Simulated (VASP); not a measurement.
# K4Ru (Pm-3m) in VASP: further runs, part 2 of 2

VASP 6.6.1.

### Step 3. Relaxation of cell and atoms, PBE

This run uses another cell than the first one, of 36.46 Å³/atom, 0.742 times its volume.

The input, INCAR:

```
SYSTEM = K4Ru
ALGO = Normal
EDIFF = 1E-6
EDIFFG = -0.04
ENCUT = 600
GGA = PE
IBRION = 2
ISIF = 3
ISMEAR = 0
LASPH = .TRUE.
LCHARG = .FALSE.
LREAL = .FALSE.
LWAVE = .FALSE.
NELM = 100
NSW = 90
PREC = Accurate
SIGMA = 0.1
```

The input, KPOINTS:

```
k-points
0
G
  4 4 4
  0 0 0
```

The input, POSCAR:

```
K4Ru
1.0
    5.6700249500      0.0000000000      0.0000000000
    0.0000000000      5.6700249500      0.0000000000
    0.0000000000      0.0000000000      5.6700249500
K Ru
4 1
Direct
    0.5000000000      0.0000000000      0.0000000000
    0.0000000000      0.5000000000      0.0000000000
    0.0000000000      0.0000000000      0.5000000000
    0.5000000000      0.5000000000      0.5000000000
    0.0000000000      0.0000000000      0.0000000000
```

Potentials or basis: VASP PAW PBE potentials, release 64 (K_sv, Ru_pv).

Started as:

```console
> cat potpaw_PBE.64/K_sv/POTCAR potpaw_PBE.64/Ru_pv/POTCAR > POTCAR
> mpirun -np 1 vasp_std > vasp.out
```

OUTCAR:

```text
SYSTEM = K4Ru
   EDIFF = 1E-6
   EDIFFG = -0.04
   ENCUT = 600
   GGA = PE
   IBRION = 2
   ISIF = 3
   ISMEAR = 0
   LASPH = .TRUE.
   LREAL = .FALSE.
   NELM = 100
   NSW = 90
   PREC = Accurate

 ion  position               nearest neighbor table
   1  0.500  0.000  0.000-   5 2.84   5 2.84
   2  0.000  0.500  0.000-   5 2.84   5 2.84
   3  0.000  0.000  0.500-   5 2.84   5 2.84
   4  0.500  0.500  0.500-
   5  0.000  0.000  0.000-   1 2.84   2 2.84   3 2.84   3 2.84   2 2.84   1 2.84

  LATTYP: Found a simple cubic cell.
 ALAT       =     5.6700249500

  Lattice vectors:

 A1 = (   5.6700249500,   0.0000000000,   0.0000000000)
 A2 = (   0.0000000000,   5.6700249500,   0.0000000000)
 A3 = (   0.0000000000,   0.0000000000,   5.6700249500)

Analysis of symmetry for initial positions (statically):
=====================================================================
 Subroutine PRICEL returns:
 Original cell was already a primitive cell.

 Routine SETGRP: Setting up the symmetry group for a
 simple cubic supercell.

 Subroutine GETGRP returns: Found 48 space group operations
 (whereof 48 operations were pure point group operations)
 out of a pool of 48 trial point group operations.
[... 143 lines left out ...]
 NGX is ok and might be reduce to    48
   NGX = 23   NGY = 23   NGZ = 23

--------------------------------------- Ionic step        1  -------------------------------------------

 number of electron      49.9999993 magnetization

 Free energy of the ion-electron system (eV)
  ---------------------------------------------------
  ext. energy  EPLUGINS =         0.00000000
  ---------------------------------------------------
  free energy    TOTEN  =        -8.14186211 eV

  energy without entropy =       -8.10318957  energy(sigma->0) =       -8.12252584

------------------------ aborting loop because EDIFF is reached ----------------------------------------

  FORCE on cell =-STRESS in cart. coord.  units (eV):
  Direction    XX          YY          ZZ          XY          YZ          ZX
  --------------------------------------------------------------------------------------
  -------------------------------------------------------------------------------------
  Total        4.5725047      4.5725047      4.5725047     -0.0000000     -0.0000000     -0.0000000
  in kB       40.1892441     40.1892441     40.1892441     -0.0000000     -0.0000000     -0.0000000
  external PRESSURE =      40.1892441 kB  Pullay stress =       0.0000000 kB
[... 104 lines left out ...]
--------------------------------------- Ionic step        4  -------------------------------------------

 number of electron      49.9999977 magnetization

 Free energy of the ion-electron system (eV)
  ---------------------------------------------------
  ext. energy  EPLUGINS =         0.00000000
  ---------------------------------------------------
  free energy    TOTEN  =        -8.83466239 eV

  energy without entropy =       -8.78430555  energy(sigma->0) =       -8.80948397

 E-fermi :   0.5254     XC(G=0):  -6.5838

 val. band max:        0.4923704599   @ k =   0.5000   0.5000   0.0000
 cond. band min:       0.5289426823   @ k =   0.5000   0.5000   0.2500
 fundamental gap:      0.0365722224
 Fermi energy:         0.5253751988

 k-point     1 :       0.0000    0.0000    0.0000
  band No.  band energies     occupation
      1     -40.2296      2.00000
      2     -40.2296      2.00000
      3     -40.2296      2.00000
      4     -31.8500      2.00000
      5     -30.4641      2.00000
      6     -30.4558      2.00000
[... 351 lines left out ...]
  FREE ENERGIE OF THE ION-ELECTRON SYSTEM (eV)
  ---------------------------------------------------
  free  energy   TOTEN  =        -8.8346623883 eV

  energy  without entropy=       -8.7843055467  energy(sigma->0) =       -8.80948397

 reached required accuracy - stopping structural energy minimisation
```

Wall time 3.1 min (1 thread of AMD EPYC 9R45 (Zen 5), shared host); peak memory 0.32 GiB.

Results:

| Property | Result |
| --- | --- |
| Free energy | -8.8347 eV |
| Relaxed volume | 50.36 Å³/atom |
| Relaxed cell | a = 6.315 Å, b = 6.315 Å, c = 6.315 Å, α = 90.00°, β = 90.00°, γ = 90.00° |
| Space group after relaxing (to 0.05 Å) | Pm-3m (No. 221) |
| Energy gained by relaxing | 138.6 meV/atom |
| Ionic steps | 4 |
| Pressure after relaxing | 0.1 GPa |
| Band gap on the k mesh | zero (band 25 reaches 0.59 eV, above the bottom of band 26 at 0.53 eV) |

The path:
| step | energy change (eV) | largest force (eV/Å) | pressure (GPa) | volume (Å³) |
| --- | --- | --- | --- | --- |
| 1 | 0.0000 | 0.0000 | 4.02 | 182.29 |
| 2 | -0.4544 | 0.0000 | 1.91 | 207.49 |
| 3 | -0.6749 | 0.0000 | 0.42 | 240.01 |
| 4 | -0.6928 | 0.0000 | 0.08 | 251.80 |

Final structure:
```
K Ru
1.0
     6.31465    0.00000    0.00000
     0.00000    6.31465    0.00000
     0.00000    0.00000    6.31465
K Ru
4 1
Cartesian
  3.1573 0.0000 0.0000
  0.0000 3.1573 0.0000
  0.0000 0.0000 3.1573
  3.1573 3.1573 3.1573
  0.0000 0.0000 0.0000
```

Levels at points of the mesh, in eV from the Fermi level:
| k point | band 21 | band 22 | band 23 | band 24 | band 25 | band 26 | band 27 | band 28 | band 29 | band 30 |
| --- | --- | --- | --- | --- | --- | --- | --- | --- | --- | --- |
| (0.00, 0.00, 0.00) | -0.39 | -0.39 | -0.35 | -0.35 | -0.35 | 0.38 | 1.43 | 1.43 | 1.85 | 1.85 |
| (0.50, 0.00, 0.00) | -0.96 | -0.36 | -0.33 | -0.29 | -0.29 | 0.00 | 1.32 | 1.81 | 2.03 | 2.03 |
| (0.50, 0.50, 0.00) | -0.54 | -0.27 | -0.27 | -0.03 | 0.01 | 0.01 | 0.06 | 0.57 | 2.39 | 2.73 |
| (0.50, 0.50, 0.50) | -0.29 | -0.29 | -0.09 | 0.07 | 0.07 | 0.59 | 0.59 | 0.59 | 0.64 | 1.46 |

Caveat: the volume moved by over 15 % at a fixed basis, so the end points are rough.

### Step 4. Single point, PBE

This run uses another cell than the first one, of 50.93 Å³/atom, 1.037 times its volume.

The input, INCAR:

```
SYSTEM = K4Ru
ALGO = Normal ; EDIFF = 1E-6
ENCUT = 520 ; GGA = PE
ISIF = 2 ; ISMEAR = 0
LASPH = .True. ; LCHARG = .False.
LREAL = .False. ; LWAVE = .False.
NBANDS = 33 ; NELM = 100
PREC = Accurate ; SIGMA = 0.1
```

The input, KPOINTS:

```
k-points
0
Gamma
  6 6 6
  0 0 0
```

Edit POSCAR of step 3 so:

```diff
@@ -2,5 +2,5 @@
 1.0
-    5.6700249500      0.0000000000      0.0000000000
-    0.0000000000      5.6700249500      0.0000000000
-    0.0000000000      0.0000000000      5.6700249500
+    6.3384645484      0.0000000000      0.0000000000
+    0.0000000000      6.3384645484      0.0000000000
+    0.0000000000      0.0000000000      6.3384645484
 K Ru
```

Started as:

```console
> cat potpaw_PBE.64/K_sv/POTCAR potpaw_PBE.64/Ru_pv/POTCAR > POTCAR
> mpirun -np 1 vasp_std > vasp.out
```

It took 89 s on 1 thread of Intel Xeon 6975P-C (Granite Rapids), shared host; peak memory 0.4 GiB.

It converged, with:

```
Free energy            : -8.8512 eV
Pressure               : 0.0 GPa
Band gap on the k mesh : zero (band 25 reaches 0.55 eV, above the bottom of band 26 at 0.49 eV)
```

Levels at points of the mesh, in eV from the Fermi level:
```csv
k point,band 22,band 23,band 24,band 25,band 26,band 27,band 28,band 29
"(0.00, 0.00, 0.00)",-0.38,-0.33,-0.33,-0.33,0.38,1.45,1.45,1.84
"(0.50, 0.00, 0.00)",-0.34,-0.31,-0.27,-0.27,0.01,1.33,1.83,2.04
"(0.50, 0.50, 0.00)",-0.25,-0.25,-0.03,0.02,0.02,0.06,0.57,2.39
"(0.50, 0.50, 0.50)",-0.27,-0.10,0.07,0.07,0.61,0.61,0.61,0.65
```

### Step 5. Relaxation of cell and atoms, PBE

The input, INCAR:

```
  ALGO = Normal
  EDIFF = 1E-7
  EDIFFG = -0.01
  ENCUT = 600
  GGA = PE
  IBRION = 2
  ISIF = 3
  ISMEAR = 0
  LASPH = T
  LCHARG = F
  LREAL = F
  LWAVE = F
  NELM = 100
  NSW = 100
  PREC = Accurate
  SIGMA = 0.1
```

The input, KPOINTS:

```
k-points
0
Gamma
  6 6 6
```

Edit POSCAR of step 4 so:

```diff
@@ -2,5 +2,5 @@
 1.0
-    6.3384645484      0.0000000000      0.0000000000
-    0.0000000000      6.3384645484      0.0000000000
-    0.0000000000      0.0000000000      6.3384645484
+    6.2624729552      0.0000000000      0.0000000000
+    0.0000000000      6.2624729552      0.0000000000
+    0.0000000000      0.0000000000      6.2624729552
 K Ru
```

Started as:

```console
> cat potpaw_PBE.64/K_sv/POTCAR potpaw_PBE.64/Ru_pv/POTCAR > POTCAR
> mpirun -np 1 vasp_std > vasp.out
```

Run time: 6.2 min. Hardware: 1 thread of Intel Xeon 6975P-C (Granite Rapids), shared host; peak memory 0.46 GiB.

Results (log left out):

```
Free energy                            : -8.8505 eV
Relaxed volume                         : 50.94 Å³/atom
Relaxed cell                           : a = 6.339 Å, b = 6.339 Å, c = 6.339 Å, α = 90.00°, β = 90.00°, γ = 90.00°
Space group after relaxing (to 0.05 Å) : Pm-3m (No. 221)
Energy gained by relaxing              : 1.6 meV/atom
Ionic steps                            : 3
Pressure after relaxing                : 0.0 GPa
Band gap on the k mesh                 : zero (band 25 reaches 0.54 eV, above the bottom of band 26 at 0.48 eV)
```

Step by step:
| step | energy change (eV) | largest force (eV/Å) | pressure (GPa) | volume (Å³) |
| --- | --- | --- | --- | --- |
| 1 | 0.0000 | 0.0000 | 0.27 | 245.61 |
| 2 | -0.0042 | 0.0000 | 0.18 | 248.58 |
| 3 | -0.0079 | 0.0000 | 0.02 | 254.69 |

Final structure:
```
K Ru
1.0
     6.33879    0.00000    0.00000
     0.00000    6.33879    0.00000
     0.00000    0.00000    6.33879
K Ru
4 1
Direct
  0.50000 0.00000 0.00000
  0.00000 0.50000 0.00000
  0.00000 0.00000 0.50000
  0.50000 0.50000 0.50000
  0.00000 0.00000 0.00000
```

Levels at points of the mesh, in eV from the Fermi level:
```tsv
k point	band 23	band 24	band 25	band 26	band 27	band 28
(0.00, 0.00, 0.00)	-0.33	-0.33	-0.33	0.38	1.45	1.45
(0.50, 0.00, 0.00)	-0.31	-0.27	-0.27	0.01	1.33	1.83
(0.50, 0.50, 0.00)	-0.25	-0.03	0.02	0.02	0.06	0.57
(0.50, 0.50, 0.50)	-0.10	0.07	0.07	0.61	0.61	0.61
```

### Step 6. The runs side by side

| task | cell | k mesh | cutoff (eV) | gap on the mesh (eV) | pressure (GPa) | relaxed volume (Å³/atom) |
| --- | --- | --- | --- | --- | --- | --- |
| single point | a = 6.262 Å, 5 atoms | 4 × 4 × 4 | 520 | none | 0.2 | - |
| relaxation of cell and atoms | relaxed from a = 5.670 Å, 5 atoms | 4 × 4 × 4 | 600 | none | 0.1 | 50.36 |
| single point | a = 6.338 Å, 5 atoms | 6 × 6 × 6 | 520 | none | 0.0 | - |
| relaxation of cell and atoms | relaxed from a = 6.262 Å, 5 atoms | 6 × 6 × 6 | 600 | none | 0.0 | 50.94 |

Alike in all rows: level PBE; potentials or basis VASP PAW PBE potentials, release 64 (K_sv, Ru_pv); no spin polarisation; smearing gaussian 0.1 eV.

Caveats: the volume moved by over 15 % at a fixed basis, so the end points are rough (some runs).

Absolute energies hang on the potentials; compare differences alone.
